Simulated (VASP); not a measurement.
# TaN (P6/mmm) in VASP: notebook, part 2 of 3

VASP 6.6.1. The steps go on from the part before.

### Step 3. Single point, r2SCAN

This run uses another cell than the first one, of 11.08 Å³/atom, 1.032 times its volume.

Contents of POSCAR:

```
TaN
1.0
    5.1561600241      0.0000000000      0.0000000000
   -2.5780800120      4.4653656949      0.0000000000
    0.0000000000      0.0000000000      2.8884826334
Ta N
3 3
Direct
    0.0000000000      0.0000000000      0.0000000000
    0.3333333333      0.6666666667      0.5000000000
    0.6666666667      0.3333333333      0.5000000000
    0.5000000000      0.0000000000      0.0000000000
    0.5000000000      0.5000000000      0.0000000000
    0.0000000000      0.5000000000      0.0000000000
```

Contents of INCAR.step1:

```
PREC = Accurate ; ENCUT = 520
ISMEAR = 0 ; SIGMA = 0.1
LREAL = False ; LASPH = True
NELM = 80 ; NBANDS = 33
GGA = PE ; ALGO = Normal
EDIFF = 1E-4 ; LWAVE = True
LCHARG = False
```

Contents of INCAR.step2:

```
PREC = Accurate ; ENCUT = 520
EDIFF = 1E-7 ; ISMEAR = 0
SIGMA = 0.1 ; LREAL = False
LASPH = True ; NELM = 80
ALGO = Normal ; ISIF = 2
LWAVE = False ; LCHARG = False
METAGGA = R2SCAN ; LMIXTAU = True
NBANDS = 33 ; ISTART = 1
```

Contents of KPOINTS:

```
regular mesh
0
Gamma
  5 5 8
```

Potentials or basis: VASP PAW PBE potentials, release 64 (Ta_pv, N).

Run with:

```
$ cat potpaw_PBE.64/Ta_pv/POTCAR potpaw_PBE.64/N/POTCAR > POTCAR
$ cp INCAR.step1 INCAR
$ mpirun -np 1 vasp_std > vasp.out
$ cp INCAR.step2 INCAR
$ mpirun -np 1 vasp_std > vasp.out
```

OUTCAR:

```text
PREC = Accurate
   ENCUT = 520
   EDIFF = 1E-7
   ISMEAR = 0
   LREAL = False
   LASPH = True
   NELM = 80
   ISIF = 2
   METAGGA = R2SCAN
   ISTART = 1

 ion  position               nearest neighbor table
   1  0.000  0.000  0.000-   4 2.58   4 2.58   6 2.58   6 2.58   5 2.58   5 2.58   3 3.31   3 3.31
                             2 3.31   2 3.31   2 3.31   3 3.31   2 3.31   3 3.31   2 3.31   3 3.31
   2  0.333  0.667  0.500-   6 2.07   6 2.07   5 2.07   5 2.07   4 2.07   4 2.07   3 2.98   3 2.98
                             3 2.98   1 3.31   1 3.31   1 3.31   1 3.31   1 3.31   1 3.31
   3  0.667  0.333  0.500-   6 2.07   6 2.07   5 2.07   5 2.07   4 2.07   4 2.07   2 2.98   2 2.98
                             2 2.98   1 3.31   1 3.31   1 3.31   1 3.31   1 3.31   1 3.31
   4  0.500  0.000  0.000-   2 2.07   3 2.07   2 2.07   3 2.07   1 2.58   1 2.58
   5  0.500  0.500  0.000-   2 2.07   3 2.07   2 2.07   3 2.07   1 2.58   1 2.58
   6  0.000  0.500  0.000-   2 2.07   3 2.07   2 2.07   3 2.07   1 2.58   1 2.58

  LATTYP: Found a hexagonal cell.
 ALAT       =     5.1561600241
 C/A-ratio  =     0.5602003468

  Lattice vectors:

 A1 = (   5.1561600241,   0.0000000000,   0.0000000000)
 A2 = (  -2.5780800120,   4.4653656949,   0.0000000000)
 A3 = (   0.0000000000,   0.0000000000,   2.8884826334)

Analysis of symmetry for initial positions (statically):
=====================================================================
 Subroutine PRICEL returns:
 Original cell was already a primitive cell.

 Routine SETGRP: Setting up the symmetry group for a
 hexagonal supercell.

 Subroutine GETGRP returns: Found 24 space group operations
 (whereof 24 operations were pure point group operations)
 out of a pool of 24 trial point group operations.

The static configuration has the point symmetry D_6h.

Analysis of symmetry for dynamics (positions and initial velocities):
=====================================================================
 Subroutine PRICEL returns:
 Original cell was already a primitive cell.

 Routine SETGRP: Setting up the symmetry group for a
 hexagonal supercell.
[... 131 lines left out ...]
     AMIX     =   0.40;   BMIX     =  1.00
     AMIX_MAG =   1.60;   BMIX_MAG =  1.00
  volume/ion in A,a.u.               =      11.08        74.80
  Fermi-wavevector in a.u.,A,eV,Ry     =   1.468490  2.775043 29.340439  2.156461
  Thomas-Fermi vector in A             =   2.583981
   LORBIT       =      0    0 simple, 1 ext, 2 COOP (PROOUT), +10 PAW based schemes
   METAGGA = R2SCAN    functional components
   LHFCALC =     F    Hartree Fock is set to
   AEXX    =    0.0000 exact exchange contribution
   IVDW    =     0    specifies the selected vdW correction
   LEPSILON=     F    determine dielectric tensor
   LRPA    =     F    only Hartree local field effects (RPA)
 non-spin polarized calculation
 Gauss-broadening in eV      SIGMA  =   0.10
  energy-cutoff  :      520.00
  volume of cell :       66.50
 maximum number of plane-waves:      1822
 NGX is ok and might be reduce to    40
   NGX = 19   NGY = 19   NGZ = 11

 number of electron      47.9999995 magnetization

 Free energy of the ion-electron system (eV)
  ---------------------------------------------------
  ext. energy  EPLUGINS =         0.00000000
  ---------------------------------------------------
  free energy    TOTEN  =      -178.30652227 eV

  energy without entropy =     -178.30437994  energy(sigma->0) =     -178.30545110

 E-fermi :   8.4606     XC(G=0): -14.1714

 val. band max:        8.4153822438   @ k =   0.0000   0.0000   0.3750
 cond. band min:       8.5644304851   @ k =   0.2000   0.0000   0.2500
 fundamental gap:      0.1490482412
 Fermi energy:         8.4606044584

 k-point     1 :       0.0000    0.0000    0.0000
  band No.  band energies     occupation
      1     -29.1936      2.00000
      2     -29.1936      2.00000
      3     -28.7534      2.00000
      4     -28.7534      2.00000
      5     -28.5155      2.00000
      6     -28.3645      2.00000
[... 853 lines left out ...]
     32      12.6966      0.00000
     33      14.1820      0.00000

 [... further k-points ...]
[... 5 lines left out ...]
  --------------------------------------------------------------------------------------
  -------------------------------------------------------------------------------------
  Total        5.6123505      5.6123508      6.2879806      0.0000000      0.0000000      0.0000000
  in kB      135.2079367    135.2079444    151.4846400      0.0000000      0.0000000      0.0000000
  external PRESSURE =     140.6335070 kB  Pullay stress =       0.0000000 kB

 VOLUME and BASIS-vectors are now :
 -----------------------------------------------------------------------------
  energy-cutoff  :      520.00
  volume of cell :       66.50
      direct lattice vectors                 reciprocal lattice vectors
     5.156160024  0.000000000  0.000000000     0.193942778  0.111972912  0.000000000
    -2.578080012  4.465365695  0.000000000     0.000000000  0.223945824  0.000000000
     0.000000000  0.000000000  2.888482633     0.000000000  0.000000000  0.346202532

 POSITION                                       TOTAL-FORCE (eV/Angst)
 -----------------------------------------------------------------------------------
      0.00000      0.00000      0.00000        -0.000000     -0.000000      0.000000
     -0.00000      2.97691      1.44424         0.000000     -0.000000      0.000000
      2.57808      1.48846      1.44424        -0.000000      0.000000      0.000000
      2.57808      0.00000      0.00000        -0.000000     -0.000000      0.000000
      1.28904      2.23268      0.00000         0.000000     -0.000000      0.000000
     -1.28904      2.23268      0.00000        -0.000000     -0.000000      0.000000
 -----------------------------------------------------------------------------------
    total drift:                               -0.000000      0.000000     -0.000000

  FREE ENERGIE OF THE ION-ELECTRON SYSTEM (eV)
  ---------------------------------------------------
  free  energy   TOTEN  =      -178.3065222653 eV

  energy  without entropy=     -178.3043799398  energy(sigma->0) =     -178.30545110
```

OUTCAR.step1:

```text
PREC = Accurate
   ENCUT = 520
   ISMEAR = 0
   LREAL = False
   LASPH = True
[... 1103 lines left out ...]
      2.57808      1.48846      1.44424        -0.000000      0.000000      0.000000
      2.57808      0.00000      0.00000        -0.000000      0.000000      0.000000
      1.28904      2.23268      0.00000        -0.000000      0.000000      0.000000
     -1.28904      2.23268      0.00000        -0.000000      0.000000      0.000000
 -----------------------------------------------------------------------------------
    total drift:                               -0.000000      0.000000     -0.000000

  FREE ENERGIE OF THE ION-ELECTRON SYSTEM (eV)
  ---------------------------------------------------
  free  energy   TOTEN  =       -64.6146626351 eV

  energy  without entropy=      -64.6091383258  energy(sigma->0) =      -64.61190048
```

OSZICAR.step1:

```text
N       E                     dE             d eps       ncg     rms          rms(c)
DAV:   1     0.446119887727E+03    0.44612E+03   -0.26116E+04  1658   0.153E+03
DAV:   2    -0.459689588788E+02   -0.49209E+03   -0.46845E+03  1868   0.449E+02
DAV:   3    -0.747365938404E+02   -0.28768E+02   -0.28202E+02  2044   0.104E+02
DAV:   4    -0.753018771962E+02   -0.56528E+00   -0.56063E+00  2131   0.141E+01
DAV:   5    -0.753141148082E+02   -0.12238E-01   -0.12224E-01  2041   0.166E+00    0.482E+01
DAV:   6    -0.651384478191E+02    0.10176E+02   -0.47067E+01  2061   0.387E+01    0.208E+01
DAV:   7    -0.647991445799E+02    0.33930E+00   -0.36956E+00  2102   0.141E+01    0.119E+01
DAV:   8    -0.646448572179E+02    0.15429E+00   -0.64530E-01  2055   0.508E+00    0.403E+00
DAV:   9    -0.646161327261E+02    0.28724E-01   -0.80695E-02  2034   0.260E+00    0.468E-01
DAV:  10    -0.646149976925E+02    0.11350E-02   -0.16966E-02  2099   0.719E-01    0.215E-01
DAV:  11    -0.646146781252E+02    0.31957E-03   -0.27267E-03  2078   0.343E-01    0.473E-02
DAV:  12    -0.646146626351E+02    0.15490E-04   -0.15154E-04  1287   0.908E-02
   1 F= -.64614663E+02 E0= -.64611900E+02  d E =-.552431E-02
```

Wall time 1.8 min (1 thread of Intel Xeon 6975P-C (Granite Rapids), shared host); peak memory 0.22 GiB.

Results:

| Quantity | Value |
| --- | --- |
| Free energy | -178.3065 eV |
| Pressure | 14.1 GPa |
| Band gap on the k mesh | zero (band 24 reaches 9.50 eV, above the bottom of band 25 at 7.22 eV) |

Caveat: the PAW data sets were made with another functional, which shifts forces and pressure a little; spin-orbit coupling is left out, which moves the levels of the heavy elements.

[end of part 2 of 3]
